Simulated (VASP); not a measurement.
# Cr (P6_3/mmc) in VASP: further runs

Aim: see how the results for Cr move with the level of theory and the settings. Levels: PBE, HSE06. Tasks: single point.

Everything below comes from runs of VASP 6.6.1. Logs are shortened: lines on timing, memory, paths and dates and some standing lists are left out, and cuts for length are marked.

**1. The cell of the first run**

Symmetry: P6_3/mmc, No. 194, hexagonal system. Conventional cell: a = 2.714 Å, b = 2.714 Å, c = 4.410 Å, α = 90.00°, β = 90.00°, γ = 120.00°. Cr (site symmetry -6m2) has 12 Cr at 2.71 Å within 3.6 Å.

This isn't the form of Cr at room conditions, which is bcc.

**2. Single point, PBE, collinear spin, ferromagnetic start**

Input file INCAR:

```
  PREC = Accurate
  ENCUT = 700
  EDIFF = 1E-6
  ISMEAR = 0
  SIGMA = 0.1
  LREAL = F
  LASPH = T
  NELM = 200
  ALGO = Normal
  ISIF = 2
  LWAVE = F
  LCHARG = F
  ISPIN = 2
  MAGMOM = 3 3
  LORBIT = 11
  LMAXMIX = 4
  GGA = PE
  NBANDS = 25
  GGA_COMPAT = F
```

Input file KPOINTS:

```
regular mesh
0
Gamma
  9 9 5
```

Input file POSCAR:

```
Cr
1.0
    2.7140000000      0.0000000000      0.0000000000
   -1.3570000000      2.3503929459      0.0000000000
    0.0000000000      0.0000000000      4.4100000000
Cr
2
Direct
    0.6666666667      0.3333333333      0.7500000000
    0.3333333333      0.6666666667      0.2500000000
```

Potentials or basis: VASP PAW PBE potentials, release 64 (Cr_sv).

Started as:

```
cat potpaw_PBE.64/Cr_sv/POTCAR > POTCAR
mpirun -np 1 vasp_std > vasp.out
```

OUTCAR:

```text
PREC = Accurate
   ENCUT = 700
   EDIFF = 1E-6
   ISMEAR = 0
   LREAL = F
   LASPH = T
   NELM = 200
   ISIF = 2
   ISPIN = 2
   LORBIT = 11
   GGA = PE

 ion  position               nearest neighbor table
   1  0.667  0.333  0.750-   2 2.71   2 2.71   2 2.71   2 2.71   2 2.71   2 2.71
   2  0.333  0.667  0.250-   1 2.71   1 2.71   1 2.71   1 2.71   1 2.71   1 2.71

  LATTYP: Found a hexagonal cell.
 ALAT       =     2.7140000000
 C/A-ratio  =     1.6249078850

  Lattice vectors:

 A1 = (   2.7140000000,   0.0000000000,   0.0000000000)
 A2 = (  -1.3570000000,   2.3503929459,   0.0000000000)
 A3 = (   0.0000000000,   0.0000000000,   4.4100000000)

Analysis of symmetry for initial positions (statically):
=====================================================================
 Subroutine PRICEL returns:
 Original cell was already a primitive cell.

 Routine SETGRP: Setting up the symmetry group for a
 hexagonal supercell.

 Subroutine GETGRP returns: Found 24 space group operations
 (whereof 12 operations were pure point group operations)
 out of a pool of 24 trial point group operations.

The static configuration has the point symmetry D_3d.
 The point group associated with its full space group is D_6h.

Analysis of symmetry for dynamics (positions and initial velocities):
=====================================================================
 Subroutine PRICEL returns:
 Original cell was already a primitive cell.

 Routine SETGRP: Setting up the symmetry group for a
 hexagonal supercell.

 Subroutine GETGRP returns: Found 24 space group operations
 (whereof 12 operations were pure point group operations)
 out of a pool of 24 trial point group operations.

The dynamic configuration has the point symmetry D_3d.
 The point group associated with its full space group is D_6h.

Analysis of structural, dynamic, and magnetic symmetry:
=====================================================================
 Subroutine PRICEL returns:
 Original cell was already a primitive cell.

 Routine SETGRP: Setting up the symmetry group for a
 hexagonal supercell.

 Subroutine GETGRP returns: Found 24 space group operations
 (whereof 12 operations were pure point group operations)
 out of a pool of 24 trial point group operations.

The overall configuration has the point symmetry D_3d.
 The point group associated with its full space group is D_6h.

 Subroutine INISYM returns: Found 24 space group operations
 (whereof 12 operations are pure point group operations),
 and found     1 'primitive' translations

----------------------------------------------------------------------------------------

                                     Primitive cell

  volume of cell :      28.1312

  direct lattice vectors                    reciprocal lattice vectors
     2.714000000  0.000000000  0.000000000     0.368459838  0.212730387  0.000000000
    -1.357000000  2.350392946  0.000000000     0.000000000  0.425460773  0.000000000
     0.000000000  0.000000000  4.410000000     0.000000000  0.000000000  0.226757370

  length of vectors
     2.714000000  2.714000000  4.410000000     0.425460773  0.425460773  0.226757370

  position of ions in fractional coordinates (direct lattice)
     0.666666667  0.333333333  0.750000000
     0.333333333  0.666666667  0.250000000

  ion indices of the primitive-cell ions
   primitive index   ion index
                 1           1
                 2           2

----------------------------------------------------------------------------------------

 KPOINTS: regular mesh

Automatic generation of k-mesh.
 Grid dimensions read from file:
 generate k-points for:    9    9    5

 Generating k-lattice:

  Cartesian coordinates                     Fractional coordinates (reciprocal lattice)
     0.040939982  0.023636710  0.000000000     0.111111111  0.000000000  0.000000000
     0.000000000  0.047273419  0.000000000     0.000000000  0.111111111  0.000000000
     0.000000000  0.000000000  0.045351474     0.000000000  0.000000000  0.200000000

  Length of vectors
     0.047273419  0.047273419  0.045351474

  Shift w.r.t. Gamma in fractional coordinates (k-lattice)
     0.000000000  0.000000000  0.000000000

 Subroutine IBZKPT returns following result:
 ===========================================

 Found     36 irreducible k-points:

 Following reciprocal coordinates:
            Coordinates               Weight
  0.000000  0.000000  0.000000      1.000000
  0.111111 -0.000000  0.000000      6.000000
  0.222222 -0.000000  0.000000      6.000000
  0.333333 -0.000000  0.000000      6.000000
  0.444444 -0.000000  0.000000      6.000000
  0.111111  0.111111  0.000000      6.000000
[... 16 lines left out ...]
  0.333333  0.222222  0.200000     24.000000
  0.333333  0.333333  0.200000      4.000000
 [... further k-points ...]
   k-points           NKPTS =     36   k-points in BZ     NKDIM =     36   number of bands    NBANDS=     25
   number of dos      NEDOS =    301   number of ions     NIONS =      2
   total plane-waves  NPLWV =  23040
   dimension x,y,z NGX =    24 NGY =   24 NGZ =   40
   dimension x,y,z NGXF=    48 NGYF=   48 NGZF=   80
   ions per type =               2
   NGX,Y,Z   is equivalent  to a cutoff of  14.70, 14.70, 15.08 a.u.
   NGXF,Y,Z  is equivalent  to a cutoff of  29.40, 29.40, 30.16 a.u.
 SYSTEM =  unknown system
   PREC   = accura    normal or accurate (medium, high low for compatibility)
   ISTART =      0    job   : 0-new  1-cont  2-samecut
   ICHARG =      2    charge: 1-file 2-atom 10-const
   ISPIN  =      2    spin polarized calculation?
   LNONCOLLINEAR =      F non collinear calculations
   LSORBIT =      F    spin-orbit coupling
   LASPH  =      T    aspherical Exc in radial PAW
   ENCUT  =  700.0 eV  51.45 Ry    7.17 a.u.   5.85  5.85  9.51*2*pi/ulx,y,z
   NELM   =    200;   NELMIN=  2; NELMDL= -5     # of ELM steps
   EDIFF  = 0.1E-05   stopping-criterion for ELM
   LREAL  =      F    real-space projection
   EDIFFG = 0.1E-04   stopping-criterion for IOM
   NSW    =      0    number of steps for IOM
   IBRION =     -1    ionic relax: 0-MD 1-quasi-New 2-CG
   NFREE  =      0    steps in history (QN), initial steepest desc. (CG)
   ISIF   =      2    stress and relaxation
   ISYM   =      2    0-nonsym 1-usesym 2-fastsym
   POTIM  = 0.5000    time-step for ionic-motion
   TEBEG  =    0.0;   TEEND  =   0.0 temperature during run
   PSTRESS=    0.0 pullay stress
   NELECT =      28.0000    total number of electrons
   NUPDOWN=      -1.0000    fix difference up-down
   EMIN   =  10.00;   EMAX   =-10.00  energy-range for DOS
   EFERMI =   0.00;   METHOD = LEGACY
   ISMEAR =     0;   SIGMA  =   0.10  broadening in eV -4-tet -1-fermi 0-gaus
   EFERMI_NEDOS =   21; number of points for ismear=-14 and -15
   IALGO  =     38    algorithm
   IMIX   =      4    mixing-type and parameters
     AMIX     =   0.40;   BMIX     =  1.00
     AMIX_MAG =   1.60;   BMIX_MAG =  1.00
  volume/ion in A,a.u.               =      14.07        94.92
  Fermi-wavevector in a.u.,A,eV,Ry     =   1.634549  3.088849 36.351359  2.671750
  Thomas-Fermi vector in A             =   2.726169
   LORBIT       =     11    0 simple, 1 ext, 2 COOP (PROOUT), +10 PAW based schemes
   GGA     = PE    functional components
   LHFCALC =     F    Hartree Fock is set to
   AEXX    =    0.0000 exact exchange contribution
   IVDW    =     0    specifies the selected vdW correction
   LEPSILON=     F    determine dielectric tensor
   LRPA    =     F    only Hartree local field effects (RPA)
 spin polarized calculation
 Gauss-broadening in eV      SIGMA  =   0.10
  energy-cutoff  :      700.00
  volume of cell :       28.13
 maximum number of plane-waves:      1196
 NGX is ok and might be reduce to    24
   NGX = 11   NGY = 11   NGZ = 19

 number of electron      27.9999988 magnetization       1.7242672

 Free energy of the ion-electron system (eV)
  ---------------------------------------------------
  ext. energy  EPLUGINS =         0.00000000
  ---------------------------------------------------
  free energy    TOTEN  =       -17.88016957 eV

  energy without entropy =      -17.85815971  energy(sigma->0) =      -17.86916464

 E-fermi :  10.7709     XC(G=0): -12.5959

 val. band max:       10.7698387877   @ k =   0.2222  -0.0000   0.4000
 cond. band min:      10.7848784252   @ k =   0.0000   0.0000   0.2000
 fundamental gap:      0.0150396375
 Fermi energy:        10.7709211818

 spin component 1

 k-point     1 :       0.0000    0.0000    0.0000
  band No.  band energies     occupation
      1     -61.1647      1.00000
      2     -61.0766      1.00000
      3     -32.6125      1.00000
      4     -32.2843      1.00000
      5     -32.2843      1.00000
      6     -32.2178      1.00000
[... 17 lines left out ...]
     24      31.3830      0.00000
     25      32.4226      0.00000
[... 621 lines left out ...]
      3     -32.5602      1.00000
      4     -32.5328      1.00000
      5     -32.5328      1.00000
      6     -32.4421      1.00000
[... 17 lines left out ...]
     24      21.7222      0.00000
     25      26.1353      0.00000

 [... further k-points ...]

 spin component 2

 k-point     1 :       0.0000    0.0000    0.0000
  band No.  band energies     occupation
      1     -60.3418      1.00000
      2     -60.2518      1.00000
      3     -31.8677      1.00000
      4     -31.4423      1.00000
      5     -31.4423      1.00000
      6     -31.3747      1.00000
[... 17 lines left out ...]
     24      31.5856      0.00000
     25      32.8923      0.00000
[... 621 lines left out ...]
      3     -31.7244      1.00000
      4     -31.7128      1.00000
      5     -31.7128      1.00000
      6     -31.6033      1.00000
[... 17 lines left out ...]
     24      22.2032      0.00000
     25      26.4805      0.00000

 [... further k-points ...]
[... 5 lines left out ...]
  --------------------------------------------------------------------------------------
  -------------------------------------------------------------------------------------
  Total       -4.8736622     -4.8736622     -3.9590700     -0.0000000      0.0000000      0.0000000
  in kB     -277.5729247   -277.5729247   -225.4835444     -0.0000000      0.0000000      0.0000000
  external PRESSURE =    -260.2097979 kB  Pullay stress =       0.0000000 kB

 VOLUME and BASIS-vectors are now :
 -----------------------------------------------------------------------------
  energy-cutoff  :      700.00
  volume of cell :       28.13
      direct lattice vectors                 reciprocal lattice vectors
     2.714000000  0.000000000  0.000000000     0.368459838  0.212730387  0.000000000
    -1.357000000  2.350392946  0.000000000     0.000000000  0.425460773  0.000000000
     0.000000000  0.000000000  4.410000000     0.000000000  0.000000000  0.226757370

 POSITION                                       TOTAL-FORCE (eV/Angst)
 -----------------------------------------------------------------------------------
      1.35700      0.78346      3.30750         0.000000      0.000000      0.000000
     -0.00000      1.56693      1.10250        -0.000000     -0.000000      0.000000
 -----------------------------------------------------------------------------------
    total drift:                               -0.000000      0.000000     -0.000000

  FREE ENERGIE OF THE ION-ELECTRON SYSTEM (eV)
  ---------------------------------------------------
  free  energy   TOTEN  =       -17.8801695739 eV

  energy  without entropy=      -17.8581597056  energy(sigma->0) =      -17.86916464

 total charge

# of ion       s       p       d       tot
------------------------------------------
    1        2.168   5.991   3.508  11.667
    2        2.168   5.991   3.508  11.667
--------------------------------------------------
tot          4.336  11.982   7.016  23.333

 magnetization (x)

# of ion       s       p       d       tot
------------------------------------------
    1        0.002   0.007   0.721   0.731
    2        0.002   0.007   0.721   0.731
--------------------------------------------------
tot          0.003   0.015   1.443   1.461
```

Run time: 38 s. Hardware: 1 thread of Intel Xeon 6975P-C (Granite Rapids), shared host; peak memory 0.2 GiB.

Results:

```yaml
Free_energy: -17.8802 eV
Pressure: -26.0 GPa
Net_moment: 1.72 μB per cell
Site_moments: Cr +0.73 μB
Valence_electrons_inside_the_program's_atomic_spheres: Cr 11.67
```

Stress tensor (GPa, compression positive):
```
-27.76   0.00   0.00
  0.00 -27.76   0.00
  0.00   0.00 -22.55
```

Caveat: the stress differs along the axes, from -28 to -23 GPa.

**3. Single point, PBE, collinear spin, ferromagnetic start**

Input file INCAR:

```
SYSTEM = Cr
PREC     = Accurate       ! precision mode
ENCUT    = 700            ! plane-wave cutoff, eV
EDIFF    = 1E-6           ! SCF threshold, eV
ISMEAR   = -1             ! smearing method
SIGMA    = 0.05           ! smearing width, eV
LREAL    = .False.        ! projectors in reciprocal space
LASPH    = .True.         ! aspherical terms in the spheres
NELM     = 200            ! most SCF steps
ALGO     = Normal         ! electronic algorithm
ISIF     = 2              ! what is computed and relaxed
LWAVE    = .False.        ! write WAVECAR
LCHARG   = .False.        ! write CHGCAR
ISPIN    = 2              ! spin polarisation
MAGMOM   = 4.5 4.5        ! initial moments
LORBIT   = 11             ! projections on sites
NUPDOWN  = 9.0            ! fixed moment
LMAXMIX  = 4              ! l up to which the mixer works
GGA      = PE             ! functional
NBANDS   = 25             ! bands
GGA_COMPAT= .False.
```

Input file KPOINTS:

```
Automatic mesh
0
Gamma
  9 9 5
  0 0 0
```

POSCAR is that of step 2.

Potentials or basis: VASP PAW PBE potentials, release 64 (Cr_sv).

Started as:

```
cat potpaw_PBE.64/Cr_sv/POTCAR > POTCAR
mpirun -np 1 vasp_std > vasp.out
```

Run time: 74 s. Hardware: 1 thread of Intel Xeon Platinum 8259CL at 2.50GHz (Skylake/Cascade Lake), shared host; peak memory 0.2 GiB.

It converged, with:

| Property | Result |
| --- | --- |
| Free energy | -14.2258 eV |
| Pressure | 50.7 GPa |
| Net moment | 9.00 μB per cell |
| Site moments | Cr +3.52 μB |
| Valence electrons inside the program's atomic spheres | Cr 11.90 |

Stress tensor (GPa, compression positive):
```
49.44  0.00  0.00
 0.00 49.44  0.00
 0.00  0.00 53.12
```

Caveat: the cell stands under pressure; the total moment is fixed, so each spin has its own Fermi level and the state may be an excited one.

**4. Single point, HSE06, collinear spin, ferromagnetic start**

This run uses another cell than the first one, of 14.04 Å³/atom.

Input file POSCAR:

```
Cr
1.0
    2.7019868719      0.0000000000      0.0000000000
   -1.3509934360      2.3399892718      0.0000000000
    0.0000000000      0.0000000000      4.4403375953
Cr
2
Direct
    0.6666666667      0.3333333333      0.7500000000
    0.3333333333      0.6666666667      0.2500000000
```

Input file INCAR.step1:

```
SYSTEM = Cr
  ALGO = Normal
  EDIFF = 1E-5
  ENCUT = 520
  GGA = PE
  ISIF = 2
  ISMEAR = -1
  ISPIN = 2
  LASPH = .TRUE.
  LCHARG = .FALSE.
  LMAXMIX = 4
  LORBIT = 11
  LREAL = .FALSE.
  LWAVE = .TRUE.
  MAGMOM = 3 3
  NBANDS = 23
  NELM = 150
  PREC = Accurate
  SIGMA = 0.05
```

Input file INCAR.step2:

```
SYSTEM = Cr
  ALGO = Normal
  EDIFF = 1E-6
  ENCUT = 520
  GGA = PE
  HFSCREEN = 0.2079
  ISIF = 2
  ISMEAR = -1
  ISPIN = 2
  ISTART = 1
  LASPH = .TRUE.
  LCHARG = .FALSE.
  LHFCALC = .TRUE.
  LMAXMIX = 4
  LORBIT = 11
  LREAL = .FALSE.
  LWAVE = .FALSE.
  MAGMOM = 3 3
  NBANDS = 23
  NELM = 150
  PREC = Accurate
  PRECFOCK = Normal
  SIGMA = 0.05
```

Input file KPOINTS:

```
k-points
0
G
  6 6 3
  0 0 0
```

Potentials or basis: VASP PAW PBE potentials, release 64 (Cr_pv).

Started as:

```
cat potpaw_PBE.64/Cr_pv/POTCAR > POTCAR
cp INCAR.step1 INCAR
mpirun -np 1 vasp_std > vasp.out
cp INCAR.step2 INCAR
mpirun -np 1 vasp_std > vasp.out
```

Wall time 1.9 h (1 thread of Oxide Virtual Turin-like, shared host); peak memory 0.23 GiB.

The run converged. Its results:

```yaml
Free_energy: -22.5041 eV
Pressure: 0.3 GPa
Net_moment: 5.26 μB per cell
Site_moments: Cr +2.53 μB
Valence_electrons_inside_the_program's_atomic_spheres: Cr 10.77
```

Levels at points of the mesh, in eV from the Fermi level:
Spin up:
| k point | band 12 | band 13 | band 14 | band 15 | band 16 | band 17 |
| --- | --- | --- | --- | --- | --- | --- |
| (0.00, 0.00, 0.00) | -1.96 | -1.61 | -1.61 | -1.41 | -0.78 | -0.78 |
| (0.50, 0.00, 0.00) | -1.79 | -0.95 | -0.61 | 1.09 | 1.26 | 3.11 |
Spin down:
```tsv
k point	band 6	band 7	band 8	band 9	band 10	band 11	band 12	band 13
(0.00, 0.00, 0.00)	-43.76	-8.02	-2.74	0.31	2.21	2.36	2.36	2.84
(0.50, 0.00, 0.00)	-43.89	-2.54	-1.90	-1.35	-0.75	2.01	2.48	2.60
```

Caveat: the k points lie up to 0.47 Å⁻¹ apart; the PAW data sets were made with another functional, which shifts forces and pressure a little.

**5. Overview**

```csv
level,potentials or basis,fixed moment (μB),cell,k mesh,cutoff (eV),smearing,grid for exact exchange (PRECFOCK),share of exact exchange,screening parameter,gap on the mesh (eV),pressure (GPa),moment (μB)
PBE,"VASP PAW PBE potentials, release 64 (Cr_sv)",-,"a = 2.714, b = 2.714, c = 4.410 Å, angles 90.0, 90.0, 120.0°, 2 atoms",9 × 9 × 5,700,gaussian 0.1 eV,-,-,-,none,-26.0,1.72
PBE,"VASP PAW PBE potentials, release 64 (Cr_sv)",9.0,"a = 2.714, b = 2.714, c = 4.410 Å, angles 90.0, 90.0, 120.0°, 2 atoms",9 × 9 × 5,700,fermi-dirac 0.05 eV,-,-,-,-,50.7,9.00
HSE06,"VASP PAW PBE potentials, release 64 (Cr_pv)",-,"a = 2.702, b = 2.702, c = 4.440 Å, angles 90.0, 90.0, 120.0°, 2 atoms",6 × 6 × 3,520,fermi-dirac 0.05 eV,Normal,0.25,0.2079 1/Å,none,0.3,5.26
```

Alike in all rows: task single point; spin collinear, ferromagnetic start.

Caveats: some runs use coarse meshes; the stress differs along the axes, from -28 to -23 GPa (at least some runs); the cell stands under pressure (at least some runs); the total moment is fixed, so each spin has its own Fermi level and the state may be an excited one (at least some runs); the PAW data sets were made with another functional, which shifts forces and pressure a little (at least some runs).

Absolute energies hang on the potentials; compare differences alone.

The gap in the log of VASP goes by the Fermi energy; the results here count the filled bands.